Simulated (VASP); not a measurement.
# Ni3Pt (Pm-3m) in VASP: a series of runs, part 2 of 2

VASP 6.6.1.

**3. Single point, LDA, collinear spin, ferromagnetic start (volume scaled by 1.12)**

Input file INCAR:

```
SYSTEM = Ni3Pt
ALGO = Normal ; EDIFF = 1E-6
ENCUT = 520 ; GGA = CA
ISIF = 2 ; ISMEAR = -1
ISPIN = 2 ; LASPH = .TRUE.
LCHARG = .TRUE. ; LELF = .TRUE.
LMAXMIX = 4 ; LORBIT = 11
LREAL = .FALSE. ; LVHAR = .TRUE.
LWAVE = .FALSE. ; MAGMOM = 1.5 1.5 1.5 0.6
NBANDS = 32 ; NELM = 150
PREC = Accurate ; SIGMA = 0.05
```

Input file KPOINTS:

```
k-points
0
G
  9 9 9
  0 0 0
```

Input file POSCAR:

```
Ni3Pt
1.0
    3.7641083358      0.0000000000      0.0000000000
    0.0000000000      3.7641083358      0.0000000000
    0.0000000000      0.0000000000      3.7641083358
Ni Pt
3 1
Direct
    0.5000000000      0.0000000000      0.5000000000
    0.0000000000      0.5000000000      0.5000000000
    0.5000000000      0.5000000000      0.0000000000
    0.0000000000      0.0000000000      0.0000000000
```

Potentials or basis: VASP PAW LDA potentials, release 64 (Ni, Pt).

On the command line:

```sh
$ cat potpaw_LDA.64/Ni/POTCAR potpaw_LDA.64/Pt/POTCAR > POTCAR
$ mpirun -np 1 vasp_std > vasp.out
```

OUTCAR:

```text
SYSTEM = Ni3Pt
   EDIFF = 1E-6
   ENCUT = 520
   GGA = CA
   ISIF = 2
   ISMEAR = -1
   ISPIN = 2
   LASPH = .TRUE.
   LORBIT = 11
   LREAL = .FALSE.
   NELM = 150
   PREC = Accurate

 ion  position               nearest neighbor table
   1  0.500  0.000  0.500-   2 2.66   3 2.66   4 2.66   3 2.66   4 2.66   2 2.66   3 2.66   3 2.66
                             2 2.66   4 2.66   4 2.66   2 2.66
   2  0.000  0.500  0.500-   1 2.66   3 2.66   4 2.66   3 2.66   4 2.66   1 2.66   4 2.66   4 2.66
                             1 2.66   3 2.66   3 2.66   1 2.66
   3  0.500  0.500  0.000-   1 2.66   2 2.66   4 2.66   1 2.66   2 2.66   1 2.66   4 2.66   1 2.66
                             2 2.66   4 2.66   2 2.66   4 2.66
   4  0.000  0.000  0.000-   1 2.66   2 2.66   3 2.66   1 2.66   2 2.66   2 2.66   3 2.66   2 2.66
                             1 2.66   3 2.66   1 2.66   3 2.66

  LATTYP: Found a simple cubic cell.
 ALAT       =     3.7641083358

  Lattice vectors:

 A1 = (   3.7641083358,   0.0000000000,   0.0000000000)
 A2 = (   0.0000000000,   3.7641083358,   0.0000000000)
 A3 = (   0.0000000000,   0.0000000000,   3.7641083358)

[... 1891 lines left out ...]
  --------------------------------------------------------------------------------------
  -------------------------------------------------------------------------------------
  Total       -9.3850358     -9.3850358     -9.3850358      0.0000000     -0.0000000      0.0000000
  in kB     -281.9422566   -281.9422566   -281.9422566      0.0000000     -0.0000000      0.0000000
  external PRESSURE =    -281.9422566 kB  Pullay stress =       0.0000000 kB

 VOLUME and BASIS-vectors are now :
 -----------------------------------------------------------------------------
  energy-cutoff  :      520.00
  volume of cell :       53.33
      direct lattice vectors                 reciprocal lattice vectors
     3.764108336  0.000000000  0.000000000     0.265667168  0.000000000  0.000000000
     0.000000000  3.764108336  0.000000000     0.000000000  0.265667168  0.000000000
     0.000000000  0.000000000  3.764108336     0.000000000  0.000000000  0.265667168

 POSITION                                       TOTAL-FORCE (eV/Angst)
 -----------------------------------------------------------------------------------
      1.88205      0.00000      1.88205         0.000000      0.000000      0.000000
      0.00000      1.88205      1.88205         0.000000      0.000000      0.000000
      1.88205      1.88205      0.00000         0.000000      0.000000      0.000000
      0.00000      0.00000      0.00000         0.000000      0.000000      0.000000
 -----------------------------------------------------------------------------------
    total drift:                                0.000000      0.000000      0.000000

  FREE ENERGIE OF THE ION-ELECTRON SYSTEM (eV)
  ---------------------------------------------------
  free  energy   TOTEN  =       -26.6721694295 eV

  energy  without entropy=      -26.6100926986  energy(sigma->0) =      -26.64113106

 total charge

# of ion       s       p       d       tot
------------------------------------------
    1        0.428   0.394   8.285   9.106
    2        0.428   0.394   8.285   9.106
    3        0.428   0.394   8.285   9.106
    4        0.690   0.537   8.004   9.232
--------------------------------------------------
tot          1.973   1.719  32.859  36.551

 magnetization (x)

# of ion       s       p       d       tot
------------------------------------------
    1       -0.003  -0.012   0.708   0.693
    2       -0.003  -0.012   0.708   0.693
    3       -0.003  -0.012   0.708   0.693
    4       -0.006  -0.023   0.351   0.323
--------------------------------------------------
tot         -0.015  -0.058   2.476   2.403
```

OSZICAR:

```text
N       E                     dE             d eps       ncg     rms          rms(c)
DAV:   1     0.274665449810E+03    0.27467E+03   -0.17487E+04  4568   0.160E+03
DAV:   2    -0.102933140539E+02   -0.28496E+03   -0.26479E+03  4520   0.330E+02
DAV:   3    -0.299671224229E+02   -0.19674E+02   -0.18654E+02  5176   0.103E+02
DAV:   4    -0.303088932766E+02   -0.34177E+00   -0.34131E+00  5088   0.133E+01
DAV:   5    -0.303210369230E+02   -0.12144E-01   -0.12143E-01  5992   0.214E+00    0.198E+01
DAV:   6    -0.330584401088E+02   -0.27374E+01   -0.30122E+01  5088   0.101E+02    0.306E+01
DAV:   7    -0.269420970097E+02    0.61163E+01   -0.36414E+01  5688   0.696E+01    0.588E+00
DAV:   8    -0.267154941199E+02    0.22660E+00   -0.76788E-01  5280   0.713E+00    0.265E+00
DAV:   9    -0.266762741667E+02    0.39220E-01   -0.11212E-01  6584   0.332E+00    0.761E-01
DAV:  10    -0.266734683470E+02    0.28058E-02   -0.18791E-02  4792   0.145E+00    0.292E-01
DAV:  11    -0.266724415574E+02    0.10268E-02   -0.25615E-03  5544   0.407E-01    0.168E-01
DAV:  12    -0.266721885214E+02    0.25304E-03   -0.21059E-04  6504   0.198E-01    0.583E-02
DAV:  13    -0.266721682073E+02    0.20314E-04   -0.66955E-05  5672   0.672E-02    0.353E-02
DAV:  14    -0.266721697065E+02   -0.14992E-05   -0.54358E-06  4776   0.233E-02    0.155E-02
DAV:  15    -0.266721694295E+02    0.27701E-06   -0.33388E-07  2640   0.976E-03
   1 F= -.26672169E+02 E0= -.26641131E+02  d E =-.620767E-01  mag=     2.3687
```

stdout:

```text
POSCAR found type information on POSCAR NiPt
 POSCAR found :  2 types and       4 ions
 scaLAPACK will be used
 LDA part: xc-table for (Slater(with rela. corr.)+CA(PZ))
 , standard interpolation
 POSCAR, INCAR and KPOINTS ok, starting setup
 FFT: planning ... GRIDC
 FFT: planning ... GRID_SOFT
 FFT: planning ... GRID
 WAVECAR not read
 entering main loop
```

Run time: 80 s. Hardware: 1 thread of Intel Xeon Platinum 8259CL at 2.50GHz (Skylake/Cascade Lake), shared host; peak memory 0.21 GiB.

Results:

```yaml
Free_energy: -26.6722 eV
Pressure: -28.2 GPa
Net_moment: 2.37 μB per cell
Site_moments: Ni +0.69; Pt +0.32 μB
Valence_electrons_inside_the_program's_atomic_spheres: Ni 9.11; Pt 9.23
```

Levels at points of the mesh, in eV from the Fermi level:
Spin up:
```csv
k point,band 17,band 18,band 19,band 20,band 21,band 22,band 23,band 24,band 25,band 26
"(0.00, 0.00, 0.00)",-0.31,-0.31,0.00,0.00,0.00,2.25,2.25,2.25,7.38,9.12
```
Spin down:
```csv
k point,band 16,band 17,band 18,band 19,band 20,band 21,band 22,band 23
"(0.00, 0.00, 0.00)",0.19,0.23,0.23,0.60,0.60,0.60,2.29,2.29
```

Caveat: spin-orbit coupling is left out, which moves the levels of the heavy elements.

**4. Single point, LDA, collinear spin, ferromagnetic start (volume scaled by 1.2)**

Input file INCAR:

```
PREC = Accurate ; ENCUT = 520
EDIFF = 1E-7 ; ISMEAR = -1
SIGMA = 0.05 ; LREAL = False
LASPH = True ; NELM = 150
ALGO = Normal ; ISIF = 2
LWAVE = False ; LCHARG = False
ISPIN = 2 ; MAGMOM = 1.5 1.5 1.5 0.6
LORBIT = 11 ; LMAXMIX = 4
NBANDS = 32
```

Input file KPOINTS:

```
Automatic mesh
0
Gamma
  9 9 9
```

Input file POSCAR:

```
Ni3Pt
1.0
    3.8516769590      0.0000000000      0.0000000000
    0.0000000000      3.8516769590      0.0000000000
    0.0000000000      0.0000000000      3.8516769590
Ni Pt
3 1
Direct
    0.5000000000      0.0000000000      0.5000000000
    0.0000000000      0.5000000000      0.5000000000
    0.5000000000      0.5000000000      0.0000000000
    0.0000000000      0.0000000000      0.0000000000
```

Potentials or basis: VASP PAW LDA potentials, release 64 (Ni, Pt).

On the command line:

```sh
$ cat potpaw_LDA.64/Ni/POTCAR potpaw_LDA.64/Pt/POTCAR > POTCAR
$ mpirun -np 1 vasp_std > vasp.out
```

OUTCAR:

```text
PREC = Accurate
   ENCUT = 520
   EDIFF = 1E-7
   ISMEAR = -1
   LREAL = False
   LASPH = True
   NELM = 150
   ISIF = 2
   ISPIN = 2
   LORBIT = 11

 ion  position               nearest neighbor table
   1  0.500  0.000  0.500-   2 2.72   3 2.72   4 2.72   3 2.72   4 2.72   2 2.72   3 2.72   3 2.72
                             2 2.72   4 2.72   4 2.72   2 2.72
   2  0.000  0.500  0.500-   1 2.72   3 2.72   4 2.72   3 2.72   4 2.72   1 2.72   4 2.72   4 2.72
                             1 2.72   3 2.72   3 2.72   1 2.72
   3  0.500  0.500  0.000-   1 2.72   2 2.72   4 2.72   1 2.72   2 2.72   1 2.72   4 2.72   1 2.72
                             2 2.72   4 2.72   2 2.72   4 2.72
   4  0.000  0.000  0.000-   1 2.72   2 2.72   3 2.72   1 2.72   2 2.72   2 2.72   3 2.72   2 2.72
                             1 2.72   3 2.72   1 2.72   3 2.72

  LATTYP: Found a simple cubic cell.
 ALAT       =     3.8516769590

  Lattice vectors:

 A1 = (   3.8516769590,   0.0000000000,   0.0000000000)
 A2 = (   0.0000000000,   3.8516769590,   0.0000000000)
 A3 = (   0.0000000000,   0.0000000000,   3.8516769590)

Analysis of symmetry for initial positions (statically):
=====================================================================
 Subroutine PRICEL returns:
 Original cell was already a primitive cell.

 Routine SETGRP: Setting up the symmetry group for a
 simple cubic supercell.

 Subroutine GETGRP returns: Found 48 space group operations
 (whereof 48 operations were pure point group operations)
 out of a pool of 48 trial point group operations.

The static configuration has the point symmetry O_h .

Analysis of symmetry for dynamics (positions and initial velocities):
=====================================================================
 Subroutine PRICEL returns:
 Original cell was already a primitive cell.

 Routine SETGRP: Setting up the symmetry group for a
 simple cubic supercell.

 Subroutine GETGRP returns: Found 48 space group operations
 (whereof 48 operations were pure point group operations)
 out of a pool of 48 trial point group operations.

[... 169 lines left out ...]
 cond. band min:       7.1522673633   @ k =   0.4444   0.2222   0.2222
 fundamental gap:      0.0053337815
 Fermi energy:         7.1484021794

 spin component 1

 k-point     1 :       0.0000    0.0000    0.0000
  band No.  band energies     occupation
      1      -0.9274      1.00000
      2       2.4724      1.00000
      3       2.4724      1.00000
      4       3.1733      1.00000
      5       3.1733      1.00000
      6       3.1733      1.00000
[... 829 lines left out ...]
     31      21.1147      0.00000
     32      21.9803      0.00000

 [... further k-points ...]

 spin component 2

 k-point     1 :       0.0000    0.0000    0.0000
  band No.  band energies     occupation
      1      -0.8825      1.00000
      2       2.6923      1.00000
      3       2.6923      1.00000
      4       3.5474      1.00000
      5       3.5474      1.00000
      6       3.5474      1.00000
[... 829 lines left out ...]
     31      21.2450      0.00000
     32      22.1070      0.00000

 [... further k-points ...]

------------------------ aborting loop because EDIFF is reached ----------------------------------------

  FORCE on cell =-STRESS in cart. coord.  units (eV):
  Direction    XX          YY          ZZ          XY          YZ          ZX
  --------------------------------------------------------------------------------------
  -------------------------------------------------------------------------------------
  Total      -12.0278805    -12.0278805    -12.0278805     -0.0000000      0.0000000     -0.0000000
  in kB     -337.2485721   -337.2485721   -337.2485721     -0.0000000      0.0000000     -0.0000000
  external PRESSURE =    -337.2485721 kB  Pullay stress =       0.0000000 kB

 VOLUME and BASIS-vectors are now :
 -----------------------------------------------------------------------------
  energy-cutoff  :      520.00
  volume of cell :       57.14
      direct lattice vectors                 reciprocal lattice vectors
     3.851676959  0.000000000  0.000000000     0.259627173  0.000000000  0.000000000
     0.000000000  3.851676959  0.000000000     0.000000000  0.259627173  0.000000000
     0.000000000  0.000000000  3.851676959     0.000000000  0.000000000  0.259627173

 POSITION                                       TOTAL-FORCE (eV/Angst)
 -----------------------------------------------------------------------------------
      1.92584      0.00000      1.92584         0.000000      0.000000      0.000000
      0.00000      1.92584      1.92584         0.000000      0.000000      0.000000
      1.92584      1.92584      0.00000         0.000000      0.000000      0.000000
      0.00000      0.00000      0.00000         0.000000      0.000000      0.000000
 -----------------------------------------------------------------------------------
    total drift:                                0.000000      0.000000     -0.000000

  FREE ENERGIE OF THE ION-ELECTRON SYSTEM (eV)
  ---------------------------------------------------
  free  energy   TOTEN  =       -25.9299837282 eV

  energy  without entropy=      -25.8629027535  energy(sigma->0) =      -25.89644324

 total charge

# of ion       s       p       d       tot
------------------------------------------
    1        0.404   0.344   8.265   9.013
    2        0.404   0.344   8.265   9.013
    3        0.404   0.344   8.265   9.013
    4        0.661   0.470   7.982   9.113
--------------------------------------------------
tot          1.874   1.503  32.777  36.153

 magnetization (x)

# of ion       s       p       d       tot
------------------------------------------
    1       -0.003  -0.012   0.741   0.725
    2       -0.003  -0.012   0.741   0.725
    3       -0.003  -0.012   0.741   0.725
    4       -0.006  -0.023   0.350   0.321
--------------------------------------------------
tot         -0.017  -0.058   2.572   2.497
```

Wall time 2.6 min (1 thread of Intel Xeon Platinum 8259CL at 2.50GHz (Skylake/Cascade Lake), shared host); peak memory 0.22 GiB.

What came out:

```
Free energy                                           : -25.9300 eV
Pressure                                              : -33.7 GPa
Net moment                                            : 2.45 μB per cell
Site moments                                          : Ni +0.72; Pt +0.32 μB
Valence electrons inside the program's atomic spheres : Ni 9.01; Pt 9.11
```

Caveat: spin-orbit coupling is left out, which moves the levels of the heavy elements.

**5. Single point, LDA (volume scaled by 0.7)**

Input file INCAR:

```
SYSTEM = Ni3Pt
PREC = Accurate
ENCUT = 520
EDIFF = 1E-6
ISMEAR = -1
SIGMA = 0.05
LREAL = .False.
LASPH = .True.
NELM = 80
ALGO = Normal
ISIF = 2
LWAVE = .False.
LCHARG = .False.
GGA = CA
NBANDS = 28
```

Input file KPOINTS:

```
Automatic mesh
0
Gamma
  9 9 9
  0 0 0
```

Input file POSCAR:

```
Ni3Pt
1.0
    3.2182673574      0.0000000000      0.0000000000
    0.0000000000      3.2182673574      0.0000000000
    0.0000000000      0.0000000000      3.2182673574
Ni Pt
3 1
Direct
    0.5000000000      0.0000000000      0.5000000000
    0.0000000000      0.5000000000      0.5000000000
    0.5000000000      0.5000000000      0.0000000000
    0.0000000000      0.0000000000      0.0000000000
```

On the command line:

```sh
$ cat potpaw_LDA.64/Ni/POTCAR potpaw_LDA.64/Pt/POTCAR > POTCAR
$ mpirun -np 1 vasp_std > vasp.out
```

Wall time 16 s (1 thread of Intel Xeon Platinum 8488C (Sapphire Rapids), shared host); peak memory 0.14 GiB.

Results (log left out):

```
Free energy            : -22.8612 eV
Pressure               : 169.3 GPa
Band gap on the k mesh : zero (band 20 reaches 17.65 eV, above the bottom of band 21 at 16.25 eV)
```

Levels at points of the mesh, in eV from the Fermi level:
```tsv
k point	band 16	band 17	band 18	band 19	band 20	band 21	band 22	band 23	band 24	band 25
(0.00, 0.00, 0.00)	-0.08	0.27	0.27	1.00	1.00	1.00	2.34	2.34	2.34	11.94
```

Caveat: spin-orbit coupling is left out, which moves the levels of the heavy elements. Spin polarisation is off, so any magnetic state and its effect on volume and gap are missing.

**6. Summary**

```tsv
spin	cell	gap on the mesh (eV)	pressure (GPa)	moment (μB)
collinear, ferromagnetic start	a = 3.696 Å, 4 atoms	none	-21.5	2.29
collinear, ferromagnetic start	a = 3.764 Å, 4 atoms	none	-28.2	2.37
collinear, ferromagnetic start	a = 3.852 Å, 4 atoms	none	-33.7	2.45
off	a = 3.218 Å, 4 atoms	none	169.3	-
```

Alike in all rows: task single point; level LDA; potentials or basis VASP PAW LDA potentials, release 64 (Ni, Pt); k mesh 9 × 9 × 9; cutoff (eV) 520; smearing fermi-dirac 0.05 eV.

Caveats: spin-orbit coupling is left out, which moves the levels of the heavy elements.

Total energies depend on the potentials used, so only differences within one code and one set of settings carry meaning.
